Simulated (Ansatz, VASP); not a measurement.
Ti: VASP beside Ansatz

Contents of INCAR:

```
SYSTEM = Ti
PREC = Accurate
ENCUT = 520
EDIFF = 1E-6
ISMEAR = -1
SIGMA = 0.05
LREAL = .False.
LASPH = .True.
NELM = 80
ALGO = Normal
ISIF = 2
LWAVE = .False.
LCHARG = .False.
GGA = PE
NBANDS = 12
```

File KPOINTS:

```
Automatic mesh
0
Gamma
  14 14 14
  0 0 0
```

POSCAR

```
Ti
1.0
   -1.5917700000      1.6410000000      1.6410000000
    1.6410000000     -1.5917700000      1.6410000000
    1.6410000000      1.6410000000     -1.5917700000
Ti
1
Direct
    0.0000000000      0.0000000000      0.0000000000
```

Input for Ansatz:

```yaml
crystal:
  lattice:
    - [-1.59177, 1.641, 1.641]
    - [1.641, -1.59177, 1.641]
    - [1.641, 1.641, -1.59177]
  atoms:
    - { symbol: Ti, position: [0.0, 0.0, 0.0] }
kpoints:
  mp_grid: { grid: [14, 14, 14] }
  band_path:
    path:
      - [0.0, 0.0, 0.0]
      - [0.0, 0.0, 0.5]
      - [-0.5, 0.5, 0.5]
      - [-0.7422118581, 0.2577881419, 0.2577881419]
      - [0.2577881419, 0.2577881419, 0.2577881419]
      - [0.0, 0.0, 0.0]
      - [-0.5, 0.0, 0.5]
    npoints: 5
scf:
  occupations: { method: fermi_dirac, width: 0.05 }
hamiltonian:
  xc: pbe
  pseudopotentials: { kind: all_electron, lapw: { basis_error: 0.00025 } }
output:
  forces: true
  stress: true
  eigenvalues: true
```

Change from the starting cell: equal xy, yz and zx shear strains of +3 %.

Alike in both runs: task single point; functional PBE; k mesh 14 × 14 × 14; occupations fermi-dirac, width 0.05 eV; no spin polarisation.

|  | VASP | Ansatz |
| --- | --- | --- |
| version | VASP 6.6.1 | Ansatz 0.2.0 |
| potentials or method | VASP PAW PBE potentials, release 64 (Ti_sv), cutoff 520 eV | all-electron LAPW, scalar-relativistic |

```csv
,VASP,Ansatz,Ansatz less VASP
pressure (GPa),-2.6,-2.4,+0.19
"traceless stress, the component that is largest in VASP (GPa)",-1.33,-1.33,-0.008
```

Ansatz ran all-electron here, and VASP with PAW potentials.
